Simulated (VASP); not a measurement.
# PtS2 (P-3m1) in VASP: notebook

The runs below take PtS2 through single point, with PBE.

Everything below comes from runs of VASP 6.6.1. Logs are shortened: lines on timing, memory, paths and dates and some standing lists are left out, and cuts for length are marked.

### 1 The cell of the first run

The structure is trigonal, space group P-3m1 (No. 164). The conventional cell has a = 3.434 Å, b = 3.434 Å, c = 5.035 Å, α = 90.00°, β = 90.00°, γ = 120.00°. Pt (site symmetry -3m) has 6 S at 2.26 Å within 3.0 Å. S (site symmetry 3m) has 3 Pt at 2.26 Å and 3 S at 2.93 Å within 3.0 Å.

### 2 Single point, PBE (strained)

Contents of INCAR:

```
SYSTEM = PtS2
ALGO = Normal ; EDIFF = 1E-6
ENCUT = 520 ; GGA = PE
ISIF = 2 ; ISMEAR = 0
LASPH = .True. ; LCHARG = .False.
LREAL = .False. ; LWAVE = .False.
NBANDS = 18 ; NELM = 60
PREC = Accurate ; SIGMA = 0.05
```

Contents of KPOINTS:

```
k-points
0
Gamma
  12 12 8
  0 0 0
```

Contents of POSCAR:

```
PtS2
1.0
    3.4343878199      0.0000000000      0.0000000000
   -1.7171939099      2.9742670985      0.0000000000
    0.0000000000      0.0000000000      5.0352224520
Pt S
1 2
Direct
    0.0000000000      0.0000000000      0.0000000000
    0.3333333333      0.6666666667      0.2135405790
    0.6666666667      0.3333333333      0.7864594210
```

Potentials or basis: VASP PAW PBE potentials, release 64 (Pt, S).

The run is started by

```
> cat potpaw_PBE.64/Pt/POTCAR potpaw_PBE.64/S/POTCAR > POTCAR
> mpirun -np 1 vasp_std > vasp.out
```

OUTCAR:

```text
SYSTEM = PtS2
   EDIFF = 1E-6
   ENCUT = 520
   GGA = PE
   ISIF = 2
   ISMEAR = 0
   LASPH = .True.
   LREAL = .False.
   NELM = 60
   PREC = Accurate

 ion  position               nearest neighbor table
   1  0.000  0.000  0.000-   2 2.26   3 2.26   2 2.26   3 2.26   3 2.26   2 2.26
   2  0.333  0.667  0.214-   1 2.26   1 2.26   1 2.26
   3  0.667  0.333  0.786-   1 2.26   1 2.26   1 2.26

  LATTYP: Found a hexagonal cell.
 ALAT       =     3.4343878199
 C/A-ratio  =     1.4661193540

  Lattice vectors:

 A1 = (   3.4343878199,   0.0000000000,   0.0000000000)
 A2 = (  -1.7171939099,   2.9742670985,   0.0000000000)
 A3 = (   0.0000000000,   0.0000000000,   5.0352224520)

Analysis of symmetry for initial positions (statically):
=====================================================================
 Subroutine PRICEL returns:
 Original cell was already a primitive cell.

 Routine SETGRP: Setting up the symmetry group for a
 hexagonal supercell.

 Subroutine GETGRP returns: Found 12 space group operations
 (whereof 12 operations were pure point group operations)
 out of a pool of 24 trial point group operations.

The static configuration has the point symmetry D_3d.

Analysis of symmetry for dynamics (positions and initial velocities):
=====================================================================
 Subroutine PRICEL returns:
 Original cell was already a primitive cell.

 Routine SETGRP: Setting up the symmetry group for a
 hexagonal supercell.

 Subroutine GETGRP returns: Found 12 space group operations
 (whereof 12 operations were pure point group operations)
 out of a pool of 24 trial point group operations.

The dynamic configuration has the point symmetry D_3d.

 Subroutine INISYM returns: Found 12 space group operations
 (whereof 12 operations are pure point group operations),
 and found     1 'primitive' translations

----------------------------------------------------------------------------------------

                                     Primitive cell

  volume of cell :      51.4337

  direct lattice vectors                    reciprocal lattice vectors
     3.434387820  0.000000000  0.000000000     0.291172707  0.168108641  0.000000000
    -1.717193910  2.974267098  0.000000000     0.000000000  0.336217282  0.000000000
     0.000000000  0.000000000  5.035222452     0.000000000  0.000000000  0.198600957

  length of vectors
     3.434387820  3.434387820  5.035222452     0.336217282  0.336217282  0.198600957

  position of ions in fractional coordinates (direct lattice)
     0.000000000  0.000000000  0.000000000
     0.333333333  0.666666667  0.213540579
     0.666666667  0.333333333  0.786459421

  ion indices of the primitive-cell ions
   primitive index   ion index
                 1           1
                 2           2
                 3           3

----------------------------------------------------------------------------------------

 KPOINTS: k-points

Automatic generation of k-mesh.
 Grid dimensions read from file:
 generate k-points for:   12   12    8

 Generating k-lattice:

  Cartesian coordinates                     Fractional coordinates (reciprocal lattice)
     0.024264392  0.014009053  0.000000000     0.083333333  0.000000000  0.000000000
     0.000000000  0.028018107  0.000000000     0.000000000  0.083333333  0.000000000
     0.000000000  0.000000000  0.024825120     0.000000000  0.000000000  0.125000000

  Length of vectors
     0.028018107  0.028018107  0.024825120

  Shift w.r.t. Gamma in fractional coordinates (k-lattice)
     0.000000000  0.000000000  0.000000000

 Subroutine IBZKPT returns following result:
 ===========================================

 Found    131 irreducible k-points:

 Following reciprocal coordinates:
            Coordinates               Weight
  0.000000  0.000000  0.000000      1.000000
  0.083333  0.000000  0.000000      6.000000
  0.166667  0.000000  0.000000      6.000000
  0.250000  0.000000  0.000000      6.000000
  0.333333  0.000000  0.000000      6.000000
  0.416667  0.000000  0.000000      6.000000
[... 16 lines left out ...]
  0.166667  0.000000  0.125000      6.000000
  0.000000  0.166667  0.125000      6.000000
 [... further k-points ...]
   k-points           NKPTS =    131   k-points in BZ     NKDIM =    131   number of bands    NBANDS=     18
   number of dos      NEDOS =    301   number of ions     NIONS =      3
   total plane-waves  NPLWV =  31360
   dimension x,y,z NGX =    28 NGY =   28 NGZ =   40
   dimension x,y,z NGXF=    56 NGYF=   56 NGZF=   80
   ions per type =               1   2
   NGX,Y,Z   is equivalent  to a cutoff of  13.55, 13.55, 13.21 a.u.
   NGXF,Y,Z  is equivalent  to a cutoff of  27.11, 27.11, 26.41 a.u.
 SYSTEM =  PtS2
   PREC   = accura    normal or accurate (medium, high low for compatibility)
   ISTART =      0    job   : 0-new  1-cont  2-samecut
   ICHARG =      2    charge: 1-file 2-atom 10-const
   ISPIN  =      1    spin polarized calculation?
   LNONCOLLINEAR =      F non collinear calculations
   LSORBIT =      F    spin-orbit coupling
   LASPH  =      T    aspherical Exc in radial PAW
   ENCUT  =  520.0 eV  38.22 Ry    6.18 a.u.   6.39  6.39  9.36*2*pi/ulx,y,z
   NELM   =     60;   NELMIN=  2; NELMDL= -5     # of ELM steps
   EDIFF  = 0.1E-05   stopping-criterion for ELM
   LREAL  =      F    real-space projection
   EDIFFG = 0.1E-04   stopping-criterion for IOM
   NSW    =      0    number of steps for IOM
   IBRION =     -1    ionic relax: 0-MD 1-quasi-New 2-CG
   NFREE  =      0    steps in history (QN), initial steepest desc. (CG)
   ISIF   =      2    stress and relaxation
   ISYM   =      2    0-nonsym 1-usesym 2-fastsym
   POTIM  = 0.5000    time-step for ionic-motion
   TEBEG  =    0.0;   TEEND  =   0.0 temperature during run
   PSTRESS=    0.0 pullay stress
   NELECT =      22.0000    total number of electrons
   NUPDOWN=      -1.0000    fix difference up-down
   EMIN   =  10.00;   EMAX   =-10.00  energy-range for DOS
   EFERMI =   0.00;   METHOD = LEGACY
   ISMEAR =     0;   SIGMA  =   0.05  broadening in eV -4-tet -1-fermi 0-gaus
   EFERMI_NEDOS =   21; number of points for ismear=-14 and -15
   IALGO  =     38    algorithm
   IMIX   =      4    mixing-type and parameters
     AMIX     =   0.40;   BMIX     =  1.00
     AMIX_MAG =   1.60;   BMIX_MAG =  1.00
  volume/ion in A,a.u.               =      17.14       115.70
  Fermi-wavevector in a.u.,A,eV,Ry     =   1.233483  2.330944 20.700987  1.521480
  Thomas-Fermi vector in A             =   2.368211
   LORBIT       =      0    0 simple, 1 ext, 2 COOP (PROOUT), +10 PAW based schemes
   GGA     = PE    functional components
   LHFCALC =     F    Hartree Fock is set to
   AEXX    =    0.0000 exact exchange contribution
   IVDW    =     0    specifies the selected vdW correction
   LEPSILON=     F    determine dielectric tensor
   LRPA    =     F    only Hartree local field effects (RPA)
 non-spin polarized calculation
 Gauss-broadening in eV      SIGMA  =   0.05
  energy-cutoff  :      520.00
  volume of cell :       51.43
 maximum number of plane-waves:      1408
 NGX is ok and might be reduce to    28
   NGX = 13   NGY = 13   NGZ = 19

 number of electron      21.9999999 magnetization

 Free energy of the ion-electron system (eV)
  ---------------------------------------------------
  ext. energy  EPLUGINS =         0.00000000
  ---------------------------------------------------
  free energy    TOTEN  =       -14.45999588 eV

  energy without entropy =      -14.45999588  energy(sigma->0) =      -14.45999588

 E-fermi :   7.9227     XC(G=0): -10.7933

 val. band max:        7.6305876511   @ k =   0.0000   0.1667   0.1250
 cond. band min:       8.7522908483   @ k =   0.0000   0.2500   0.2500
 fundamental gap:      1.1217031972
 Fermi energy:         7.9226650149

 k-point     1 :       0.0000    0.0000    0.0000
  band No.  band energies     occupation
      1      -8.9063      2.00000
      2      -4.9569      2.00000
      3      -0.4380      2.00000
      4      -0.4380      2.00000
      5       0.1153      2.00000
      6       3.0575      2.00000
[... 10 lines left out ...]
     17      15.5337      0.00000
     18      19.5260      0.00000

 k-point     2 :       0.0833    0.0000    0.0000
  band No.  band energies     occupation
      1      -8.7957      2.00000
      2      -5.0523      2.00000
      3      -0.3602      2.00000
      4      -0.3323      2.00000
      5       0.2119      2.00000
      6       2.9138      2.00000
[... 10 lines left out ...]
     17      15.9118      0.00000
     18      19.1263      0.00000

 k-point     3 :       0.1667    0.0000    0.0000
  band No.  band energies     occupation
      1      -8.4751      2.00000
      2      -5.2936      2.00000
      3      -0.1431      2.00000
      4      -0.0740      2.00000
      5       0.4997      2.00000
      6       2.4919      2.00000
[... 10 lines left out ...]
     17      16.8103      0.00000
     18      18.0456      0.00000

 k-point     4 :       0.2500    0.0000    0.0000
  band No.  band energies     occupation
      1      -7.9818      2.00000
      2      -5.5882      2.00000
      3       0.1558      2.00000
      4       0.1570      2.00000
      5       0.9727      2.00000
      6       1.8880      2.00000
[... 375 lines left out ...]
      4      -0.3620      2.00000
      5       0.3865      2.00000
      6       2.9035      2.00000
[... 10 lines left out ...]
     17      16.0269      0.00000
     18      18.7309      0.00000

 k-point    23 :       0.1667    0.0000    0.1250
  band No.  band energies     occupation
      1      -8.4481      2.00000
      2      -5.3658      2.00000
      3      -0.1348      2.00000
      4      -0.1232      2.00000
      5       0.6513      2.00000
      6       2.5137      2.00000
[... 10 lines left out ...]
     17      16.5640      0.00000
     18      17.9242      0.00000

 k-point    24 :       0.0000    0.1667    0.1250
  band No.  band energies     occupation
      1      -8.4515      2.00000
      2      -5.3497      2.00000
      3      -0.1947      2.00000
      4      -0.1495      2.00000
      5       0.7217      2.00000
      6       2.4552      2.00000
[... 10 lines left out ...]
     17      17.0556      0.00000
     18      17.5864      0.00000

 [... further k-points ...]

------------------------ aborting loop because EDIFF is reached ----------------------------------------

  FORCE on cell =-STRESS in cart. coord.  units (eV):
  Direction    XX          YY          ZZ          XY          YZ          ZX
  --------------------------------------------------------------------------------------
  -------------------------------------------------------------------------------------
  Total       12.2302435     12.2302435      8.4260358      0.0000000     -0.0000000      0.0000000
  in kB      380.9760908    380.9760908    262.4737746      0.0000000     -0.0000000      0.0000000
  external PRESSURE =     341.4753187 kB  Pullay stress =       0.0000000 kB

 VOLUME and BASIS-vectors are now :
 -----------------------------------------------------------------------------
  energy-cutoff  :      520.00
  volume of cell :       51.43
      direct lattice vectors                 reciprocal lattice vectors
     3.434387820  0.000000000  0.000000000     0.291172707  0.168108641  0.000000000
    -1.717193910  2.974267098  0.000000000     0.000000000  0.336217282  0.000000000
     0.000000000  0.000000000  5.035222452     0.000000000  0.000000000  0.198600957

 POSITION                                       TOTAL-FORCE (eV/Angst)
 -----------------------------------------------------------------------------------
      0.00000      0.00000      0.00000        -0.000000      0.000000      0.000000
     -0.00000      1.98284      1.07522        -0.000000      0.000000      3.571676
      1.71719      0.99142      3.96000         0.000000      0.000000     -3.571676
 -----------------------------------------------------------------------------------
    total drift:                               -0.000000      0.000000     -0.000000

  FREE ENERGIE OF THE ION-ELECTRON SYSTEM (eV)
  ---------------------------------------------------
  free  energy   TOTEN  =       -14.4599958791 eV

  energy  without entropy=      -14.4599958791  energy(sigma->0) =      -14.45999588
```

Wall time 55 s (1 thread of Intel Xeon Platinum 8488C (Sapphire Rapids), shared host); peak memory 0.26 GiB.

What came out:

```
Free energy            : -14.4600 eV
Pressure               : 34.1 GPa
Largest force          : 3.572 eV/Å
Band gap on the k mesh : 1.12 eV (least direct gap 1.21 eV)
```

Forces on the atoms (eV/Å):
```
Pt   0.000  0.000  0.000
S    0.000  0.000  3.572
S    0.000  0.000 -3.572
```

Levels at points of the mesh, in eV from the valence-band top:
```csv
k point,band 7,band 8,band 9,band 10,band 11,band 12,band 13,band 14,band 15,band 16
"(0.00, 0.00, 0.00)",-4.57,-1.73,-1.20,-1.20,-0.46,3.09,3.09,5.00,6.59,7.90
"(0.50, 0.00, 0.00)",-3.80,-3.80,-3.71,-3.05,-2.31,2.31,3.35,5.80,6.51,8.36
"(0.00, 0.00, 0.50)",-4.59,-2.57,-1.33,-1.33,-0.70,3.50,3.50,5.17,7.67,7.67
"(0.50, 0.00, 0.50)",-3.81,-3.72,-3.58,-2.79,-1.55,2.68,2.97,5.56,5.69,7.79
```

Caveat: the cell differs from its parent crystal (strained); the stress differs along the axes, from 26 to 38 GPa; spin-orbit coupling is left out, which moves the levels of the heavy elements; this functional lacks dispersion, which binds layers or chains, so the pressure and a relaxed spacing across them are unreliable; forces of over 1 eV/Å act on the atoms, so gaps and moduli don't describe the material at rest.

### 3 Single point, PBE (strained and its atoms moved)

Contents of INCAR:

```
SYSTEM = PtS2
ALGO = Normal
EDIFF = 1E-7
ENCUT = 520
GGA = PE
ISIF = 2
ISMEAR = 0
LASPH = .TRUE.
LCHARG = .FALSE.
LREAL = .FALSE.
LWAVE = .FALSE.
NBANDS = 18
NELM = 80
PREC = Accurate
SIGMA = 0.05
```

Contents of KPOINTS:

```
k-points
0
G
  12 12 8
  0 0 0
```

Contents of POSCAR:

```
PtS2
1.0
    3.6014142432      0.0000000000      0.0000000000
   -1.8007071216      3.1189162241      0.0000000000
    0.0000000000      0.0000000000      4.6680954840
Pt S
1 2
Direct
    0.0000000000      0.0000000000      0.0000000000
    0.3333333333      0.6666666667      0.3107657017
    0.6666666667      0.3333333333      0.6892342983
```

Potentials or basis: VASP PAW PBE potentials, release 64 (Pt, S).

The run is started by

```
> cat potpaw_PBE.64/Pt/POTCAR potpaw_PBE.64/S/POTCAR > POTCAR
> mpirun -np 1 vasp_std > vasp.out
```

OUTCAR:

```text
SYSTEM = PtS2
   EDIFF = 1E-7
   ENCUT = 520
   GGA = PE
   ISIF = 2
   ISMEAR = 0
   LASPH = .TRUE.
   LREAL = .FALSE.
   NELM = 80
   PREC = Accurate

 ion  position               nearest neighbor table
   1  0.000  0.000  0.000-   2 2.54   3 2.54   2 2.54   3 2.54   3 2.54   2 2.54
   2  0.333  0.667  0.311-   1 2.54   1 2.54   1 2.54   3 2.73   3 2.73   3 2.73
   3  0.667  0.333  0.689-   1 2.54   1 2.54   1 2.54   2 2.73   2 2.73   2 2.73

  LATTYP: Found a hexagonal cell.
 ALAT       =     3.6014142432
 C/A-ratio  =     1.2961839902

  Lattice vectors:

 A1 = (   3.6014142432,   0.0000000000,   0.0000000000)
 A2 = (  -1.8007071216,   3.1189162241,   0.0000000000)
 A3 = (   0.0000000000,   0.0000000000,   4.6680954840)

Analysis of symmetry for initial positions (statically):
=====================================================================
 Subroutine PRICEL returns:
 Original cell was already a primitive cell.

 Routine SETGRP: Setting up the symmetry group for a
 hexagonal supercell.

 Subroutine GETGRP returns: Found 12 space group operations
[... 165 lines left out ...]

  energy without entropy =      -14.61660588  energy(sigma->0) =      -14.61711335

 E-fermi :   7.3166     XC(G=0): -11.1365

 val. band max:        7.3115095215   @ k =   0.0000   0.2500   0.3750
 cond. band min:       7.3248105468   @ k =   0.0000   0.2500   0.2500
 fundamental gap:      0.0133010253
 Fermi energy:         7.3166394514

 k-point     1 :       0.0000    0.0000    0.0000
  band No.  band energies     occupation
      1      -8.0264      2.00000
      2      -4.3269      2.00000
      3       0.4700      2.00000
      4       2.0605      2.00000
      5       2.0605      2.00000
      6       4.2876      2.00000
[... 481 lines left out ...]
      5       2.5708      2.00000
      6       3.1348      2.00000
[... 10 lines left out ...]
     17      16.6125      0.00000
     18      16.8619      0.00000

 [... further k-points ...]

------------------------ aborting loop because EDIFF is reached ----------------------------------------

  FORCE on cell =-STRESS in cart. coord.  units (eV):
  Direction    XX          YY          ZZ          XY          YZ          ZX
  --------------------------------------------------------------------------------------
  -------------------------------------------------------------------------------------
  Total       -2.5908999     -2.5908999     -4.1489843      0.0000000      0.0000000      0.0000000
  in kB      -79.1670924    -79.1670924   -126.7756532      0.0000000      0.0000000      0.0000000
  external PRESSURE =     -95.0366126 kB  Pullay stress =       0.0000000 kB

 VOLUME and BASIS-vectors are now :
 -----------------------------------------------------------------------------
  energy-cutoff  :      520.00
  volume of cell :       52.43
      direct lattice vectors                 reciprocal lattice vectors
     3.601414243  0.000000000  0.000000000     0.277668697  0.160312097  0.000000000
    -1.800707122  3.118916224  0.000000000     0.000000000  0.320624194  0.000000000
     0.000000000  0.000000000  4.668095484     0.000000000  0.000000000  0.214220125

 POSITION                                       TOTAL-FORCE (eV/Angst)
 -----------------------------------------------------------------------------------
      0.00000      0.00000      0.00000        -0.000000      0.000000     -0.000000
     -0.00000      2.07928      1.45068         0.000000     -0.000000     -2.413635
      1.80071      1.03964      3.21741        -0.000000      0.000000      2.413635
 -----------------------------------------------------------------------------------
    total drift:                                0.000000     -0.000000      0.000000

  FREE ENERGIE OF THE ION-ELECTRON SYSTEM (eV)
  ---------------------------------------------------
  free  energy   TOTEN  =       -14.6176208255 eV

  energy  without entropy=      -14.6166058814  energy(sigma->0) =      -14.61711335
```

stdout:

```text
POSCAR found type information on POSCAR PtS
 POSCAR found :  2 types and       3 ions
 scaLAPACK will be used
 LDA part: xc-table for (Slater+PW92), standard interpolation
 POSCAR, INCAR and KPOINTS ok, starting setup
 FFT: planning ... GRIDC
 FFT: planning ... GRID_SOFT
 FFT: planning ... GRID
 WAVECAR not read
 entering main loop
```

It took 56 s on 1 thread of Intel Xeon Platinum 8488C (Sapphire Rapids), shared host; peak memory 0.25 GiB.

What came out:

```yaml
Free_energy: -14.6176 eV
Pressure: -9.5 GPa
Largest_force: 2.414 eV/Å
Band_gap_on_the_k_mesh: zero (bands 11 and 12 overlap by 0.30 eV)
```

Forces in eV/Å, atoms in the order of the input:
```
Pt   0.000  0.000  0.000
S    0.000  0.000 -2.414
S    0.000  0.000  2.414
```

Caveat: the cell differs from its parent crystal (strained and its atoms moved); the cell stands under tension; spin-orbit coupling is left out, which moves the levels of the heavy elements; forces of over 1 eV/Å act on the atoms, so gaps and moduli don't describe the material at rest.

[end of part 1 of 2]
